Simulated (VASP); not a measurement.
# In4BiSb3: single point with r2SCAN

The system is In4BiSb3.

```
Sb In Bi
1.0
     6.60762    0.00000    0.00000
     0.00000    6.60762    0.00000
     0.00000    0.00000    6.60762
Sb In Bi
3 4 1
Direct
  0.50000 0.00000 0.00000
  0.00000 0.50000 0.00000
  0.00000 0.00000 0.50000
  0.24676 0.75324 0.75324
  0.75324 0.24676 0.75324
  0.75324 0.75324 0.24676
  0.24676 0.24676 0.24676
  0.50000 0.50000 0.50000
```

* Program: VASP 6.6.1
* Task: single point
* Functional: r2SCAN
* Potentials or basis: VASP PAW PBE potentials, release 64 (Sb, In_d, Bi_d)
* Cutoff: 520 eV
* k mesh: 4 × 4 × 4
* Occupations: fermi-dirac, width 0.02 eV
* Spin: no spin polarisation
* Dipole correction: no
* Further INCAR settings: ALGO = Normal; EDIFF = 1e-06; NBANDS = 51

* Pressure: 0.0 GPa
* Largest force: 0.004 eV/Å
* Band gap on the k mesh: zero (filled and empty bands touch)

Forces on the atoms (eV/Å):
```
Sb   0.000  0.000  0.000
Sb   0.000  0.000  0.000
Sb   0.000  0.000  0.000
In   0.002 -0.002 -0.002
In  -0.002  0.002 -0.002
In  -0.002 -0.002  0.002
In   0.002  0.002  0.002
Bi   0.000  0.000  0.000
```

Levels at points of the mesh, in eV from the Fermi level:
| k point | band 37 | band 38 | band 39 | band 40 | band 41 | band 42 | band 43 | band 44 | band 45 | band 46 |
| --- | --- | --- | --- | --- | --- | --- | --- | --- | --- | --- |
| (0.00, 0.00, 0.00) | -2.19 | -2.19 | -0.43 | -0.01 | -0.01 | -0.01 | 1.28 | 1.51 | 1.51 | 1.51 |
| (0.50, 0.00, 0.00) | -2.63 | -1.51 | -1.51 | -1.31 | -1.31 | 1.65 | 1.84 | 2.53 | 2.60 | 3.61 |
| (0.50, 0.50, 0.00) | -2.60 | -1.21 | -1.12 | -0.95 | -0.95 | 1.96 | 2.07 | 2.07 | 2.31 | 4.58 |
| (0.50, 0.50, 0.50) | -1.09 | -1.09 | -0.84 | -0.84 | -0.84 | 0.28 | 0.64 | 0.64 | 0.64 | 3.94 |

It took 9.2 min on 1 thread of Intel(R) Xeon(R) Platinum 8559C (Emerald Rapids), on a shared host, peak memory 0.46 GiB.

Caveat: the PAW data sets were made with another functional, which shifts forces and pressure a little; spin-orbit coupling is left out, which moves the levels of the heavy elements.
